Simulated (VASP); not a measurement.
Here is a VASP 6.6.1 calculation.

File INCAR:

```
SYSTEM = SrTiO3
PREC = Accurate ; ENCUT = 520
EDIFF = 1E-6 ; ISMEAR = 0
SIGMA = 0.05 ; LREAL = .FALSE.
LASPH = .TRUE. ; NELM = 60
ALGO = Normal ; ISIF = 2
LWAVE = .FALSE. ; LCHARG = .FALSE.
GGA = PS ; NBANDS = 28
```

Contents of KPOINTS:

```
Automatic mesh
0
G
  8 8 8
  0 0 0
```

POSCAR

```
SrTiO3
1.0
    3.8913815400      0.0000000000      0.0000000000
    0.0000000000      3.8913815400      0.0000000000
    0.0000000000      0.0000000000      3.8913815400
Sr Ti O
1 1 3
Direct
   -0.0463422836      0.0000000000      0.0000000000
    0.5946570811      0.5000000000      0.5000000000
   -0.0135956122      0.5000000000      0.5000000000
    0.4920956494      0.0000000000      0.5000000000
    0.4920956494      0.5000000000      0.0000000000
```

Potentials or basis: VASP PAW PBE potentials, release 64 (Sr_sv, Ti_sv, O).

The run is started by

```bash
$ cat potpaw_PBE.64/Sr_sv/POTCAR potpaw_PBE.64/Ti_sv/POTCAR potpaw_PBE.64/O/POTCAR > POTCAR
$ mpirun -np 1 vasp_std > vasp.out
```

**Question.** Predict the largest force.

**Answer.** 13.887 eV/Å.

**Question.** Estimate the band gap on the k mesh.

**Answer.** 1.85 eV (least direct gap 2.57 eV).

**Question.** Predict the pressure.

**Answer.** 19.0 GPa.

Stress tensor (GPa, compression positive):
```
46.34  0.00  0.00
 0.00  5.31  0.00
 0.00  0.00  5.31
```

Caveat: the cell differs from its parent crystal (atoms displaced along a vibrational mode); the cell stands under pressure; the PAW data sets were made with another functional, which shifts forces and pressure a little. A k mesh can miss the band edges.
